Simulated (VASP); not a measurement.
Set up this calculation in VASP 6.6.1, as the native input.

| Item | Value |
| --- | --- |
| Task | single point |
| Functional | r2SCAN |
| Potentials or basis | VASP PAW PBE potentials, release 64 (Sn_d, Te) |
| Cutoff | 520 eV |
| k mesh | 6 × 6 × 6 |
| Occupations | fermi-dirac, width 0.02 eV |
| Spin | no spin polarisation |
| Dipole correction | no |
| Further INCAR settings | ALGO = Normal; EDIFF = 1e-06; NBANDS = 17 |

The system is SnTe.

```xyz
2
Lattice="0.0000 3.2209 3.2209 3.2209 0.0000 3.2209 3.2209 3.2209 0.0000" Properties=species:S:1:pos:R:3 pbc="T T T"
Sn    0.0000    0.0000    0.0000
Te    3.2209    3.2209    3.2209
```

The input as run:

POSCAR

```
SnTe
1.0
    0.0000000000      3.2209343898      3.2209343898
    3.2209343898      0.0000000000      3.2209343898
    3.2209343898      3.2209343898      0.0000000000
Sn Te
1 1
Direct
    0.0000000000      0.0000000000      0.0000000000
    0.5000000000      0.5000000000      0.5000000000
```

INCAR.step1

```
  PREC = Accurate
  ENCUT = 520
  ISMEAR = -1
  SIGMA = 0.02
  LREAL = F
  LASPH = T
  NELM = 80
  NBANDS = 17
  GGA = PE
  ALGO = Normal
  EDIFF = 1E-4
  LWAVE = T
  LCHARG = F
```

INCAR.step2

```
  PREC = Accurate
  ENCUT = 520
  EDIFF = 1E-6
  ISMEAR = -1
  SIGMA = 0.02
  LREAL = F
  LASPH = T
  NELM = 80
  ALGO = Normal
  ISIF = 2
  LWAVE = F
  LCHARG = T
  METAGGA = R2SCAN
  LMIXTAU = T
  LELF = T
  LVHAR = T
  NBANDS = 17
  ISTART = 1
```

KPOINTS

```
Automatic mesh
0
Gamma
  6 6 6
```

Potentials or basis: VASP PAW PBE potentials, release 64 (Sn_d, Te).

Command:

```sh
$ cat potpaw_PBE.64/Sn_d/POTCAR potpaw_PBE.64/Te/POTCAR > POTCAR
$ cp INCAR.step1 INCAR
$ mpirun -np 1 vasp_std > vasp.out
$ cp INCAR.step2 INCAR
$ mpirun -np 1 vasp_std > vasp.out
```

Results of the run:

| Item | Value |
| --- | --- |
| Pressure | -1.2 GPa |
| Band gap on the k mesh | 0.23 eV |

Caveat: the PAW data sets were made with another functional, which shifts forces and pressure a little; spin-orbit coupling is left out, which moves the levels of the heavy elements.

Wall time 2.3 min on 1 thread of Intel Xeon 8259CL (shared host), peak memory 0.22 GiB.
